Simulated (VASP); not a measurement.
Write the native input for VASP 6.6.1 that does the following.

```
Task                   : electric field gradients
Functional             : LDA
Potentials or basis    : VASP PAW LDA potentials, release 64 (Al)
Cutoff                 : 520 eV
k mesh                 : 17 × 17 × 17
Occupations            : fermi-dirac, width 0.03 eV
Spin                   : no spin polarisation
Dipole correction      : no
Further INCAR settings : ALGO = Normal; EDIFF = 1e-08; NBANDS = 8
```

The structure of Al lies in POSCAR:

```
Al
1.0
    0.0000000000      2.0442198000      2.0239800000
    2.0442198000      0.0000000000      2.0239800000
    2.0442198000      2.0442198000      0.0000000000
Al
1
Direct
    0.0000000000      0.0000000000      0.0000000000
```

This cell differs from its parent crystal: equal xx and yy strain of +1 %.

One way to write it, as run:

INCAR

```
SYSTEM = Al
  ALGO = Normal
  EDIFF = 1E-8
  ENCUT = 520
  ISIF = 2
  ISMEAR = -1
  LASPH = .True.
  LCHARG = .False.
  LEFG = .True.
  LREAL = .False.
  LWAVE = .False.
  NBANDS = 8
  NELM = 60
  PREC = Accurate
  SIGMA = 0.03
```

KPOINTS

```
k-points
0
Gamma
  17 17 17
  0 0 0
```

Potentials or basis: VASP PAW LDA potentials, release 64 (Al).

The run is started by

```bash
$ cat potpaw_LDA.64/Al/POTCAR > POTCAR
$ mpirun -np 1 vasp_std > vasp.out
```

Results of the run:

```
Pressure : -4.9 GPa
```

Caveat: the cell differs from its parent crystal (equal xx and yy strain of +1 %); without QUAD_EFG the Cq values of the log hold for a quadrupole moment of 1 mb, not for the nuclei.

Run time: 28 s on 1 thread of AMD EPYC 9R45 96-Core Processor (Zen 5), on a shared host, peak memory 0.12 GiB.
